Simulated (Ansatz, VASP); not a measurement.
## Two plane-wave programs on Al5GaAs6

Contents of INCAR:

```
SYSTEM = Al5GaAs6
PREC     = Accurate       ! precision mode
ENCUT    = 600            ! plane-wave cutoff, eV
EDIFF    = 1E-6           ! SCF threshold, eV
ISMEAR   = 0              ! smearing method
SIGMA    = 0.1            ! smearing width, eV
LREAL    = .FALSE.        ! projectors in reciprocal space
LASPH    = .TRUE.         ! aspherical terms in the spheres
NELM     = 80             ! most SCF steps
ALGO     = Normal         ! electronic algorithm
ISIF     = 3              ! what is computed and relaxed
LWAVE    = .FALSE.        ! write WAVECAR
LCHARG   = .FALSE.        ! write CHGCAR
GGA      = PE             ! functional
IBRION   = 2              ! ionic algorithm
NSW      = 80             ! ionic steps
EDIFFG   = -0.025         ! ionic threshold
```

Contents of KPOINTS:

```
Automatic mesh
0
G
  4 4 1
  0 0 0
```

The input POSCAR:

```
Al5GaAs6
1.0
    3.9915789450      0.0142343191      0.0244699402
    0.0142343191      4.0859168435      0.0232239230
    0.1037050508      0.0984243562     17.1763021605
Al Ga As
5 1 6
Direct
   -0.1049412326      1.0884877670      0.6611201094
    0.5160834704      0.5476088505      0.8331385751
   -0.0230660580      1.0165949346      0.0000238784
    0.5555685421      0.5046510130      0.1779341599
   -0.0137451702      1.0512418258      0.3265617611
    0.5693048719      0.4868011570      0.5001070097
    0.5236355003     -0.0357658068      0.9213897561
    0.0338661277      0.4691558132      0.0796200168
    0.4947726561     -0.0215384171      0.2394142648
   -0.0202414191      0.4358619551      0.4088091173
    0.5029824487     -0.0032673745      0.5952205514
    0.9657802629      0.4601682821      0.7566608000
```

Input for Ansatz:

```yaml
crystal:
  lattice:
    - [3.991578945, 0.0142343191, 0.0244699402]
    - [0.0142343191, 4.0859168435, 0.023223923]
    - [0.1037050508, 0.0984243562, 17.1763021605]
  atoms:
    - { symbol: Al, position: [-0.1049412326, 1.088487767, 0.6611201094] }
    - { symbol: Al, position: [0.5160834704, 0.5476088505, 0.8331385751] }
    - { symbol: Al, position: [-0.023066058, 1.0165949346, 2.38784e-05] }
    - { symbol: Al, position: [0.5555685421, 0.504651013, 0.1779341599] }
    - { symbol: Al, position: [-0.0137451702, 1.0512418258, 0.3265617611] }
    - { symbol: Ga, position: [0.5693048719, 0.486801157, 0.5001070097] }
    - { symbol: As, position: [0.5236355003, -0.0357658068, 0.9213897561] }
    - { symbol: As, position: [0.0338661277, 0.4691558132, 0.0796200168] }
    - { symbol: As, position: [0.4947726561, -0.0215384171, 0.2394142648] }
    - { symbol: As, position: [-0.0202414191, 0.4358619551, 0.4088091173] }
    - { symbol: As, position: [0.5029824487, -0.0032673745, 0.5952205514] }
    - { symbol: As, position: [0.9657802629, 0.4601682821, 0.7566608] }
basis:
  ecutwfc: 420
kpoints:
  mp_grid: { grid: [4, 4, 1] }
hamiltonian:
  xc: pbe
scf:
  occupations: { method: gaussian, width: 0.1 }
  lower_state_search: "off"
output:
  forces: true
  stress: true
  eigenvalues: true
relax:
  adjacent_minimum: "off"
  f_tol: 0.025
  max_steps: 60
  cell: { stress_tol: 0.25 }
```

Change from the starting cell: cell x1, atoms moved at random (sigma 0.15 Å) and cell strained at random (1.5 %), then relaxed without symmetry.

Alike in both runs: task relaxation of cell and atoms; functional PBE; k mesh 4 × 4 × 1; occupations gaussian, width 0.1 eV; no spin polarisation.

|  | VASP | Ansatz |
| --- | --- | --- |
| version | VASP 6.6.1 | Ansatz 0.2.0 |
| potentials or method | VASP PAW PBE potentials, release 64 (Al, Ga_d, As), cutoff 600 eV | scalar-relativistic, plane waves, PAW |
| valence electrons in the cell | 58 | 118 |

|  | VASP | Ansatz | Ansatz less VASP |
| --- | --- | --- | --- |
| gap on the k mesh at the Fermi level, each at its own relaxed structure (eV) | 1.33 | 1.34 | +0.014 |
| relaxed volume (Å³/atom) | 23.60 | 23.55 | -0.055 |
| relaxed cell length with the largest relative difference (Å) | 4.080 | 4.075 | -0.0044 |

VASP's potentials hold 58 valence electrons a cell and Ansatz's 118, so a difference there can come from the potentials and not from the codes.
